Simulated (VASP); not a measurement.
Here is a VASP 6.6.1 calculation.

File POSCAR:

```
KF
1.0
    0.0000000000      2.6718500000      2.6718500000
    2.6718500000      0.0000000000      2.6718500000
    2.6718500000      2.6718500000      0.0000000000
K F
1 1
Direct
    0.0000000000      0.0000000000      0.0000000000
    0.5000000000      0.5000000000      0.5000000000
```

INCAR.step1

```
PREC = Accurate
ENCUT = 520
ISMEAR = 0
SIGMA = 0.1
LREAL = F
LASPH = T
NELM = 80
NBANDS = 15
GGA = PE
ALGO = Normal
EDIFF = 1E-4
LWAVE = T
LCHARG = F
```

The input INCAR.step2:

```
PREC = Accurate
ENCUT = 520
EDIFF = 1E-6
ISMEAR = 0
SIGMA = 0.1
LREAL = F
LASPH = T
NELM = 80
ALGO = Normal
ISIF = 2
LWAVE = F
LCHARG = F
METAGGA = R2SCAN
LMIXTAU = T
NBANDS = 15
ISTART = 1
```

KPOINTS

```
Automatic mesh
0
Gamma
  14 14 14
```

Potentials or basis: VASP PAW PBE potentials, release 64 (K_sv, F).

Launch:

```sh
$ cat potpaw_PBE.64/K_sv/POTCAR potpaw_PBE.64/F/POTCAR > POTCAR
$ cp INCAR.step1 INCAR
$ mpirun -np 1 vasp_std > vasp.out
$ cp INCAR.step2 INCAR
$ mpirun -np 1 vasp_std > vasp.out
```

What does it give for the band gap on the k mesh?

6.83 eV, direct.

Estimate the pressure.

-0.5 GPa.

Caveat: the PAW data sets were made with another functional, which shifts forces and pressure a little. r2SCAN opens gaps a little over a GGA but as a rule still falls short of measured ones.
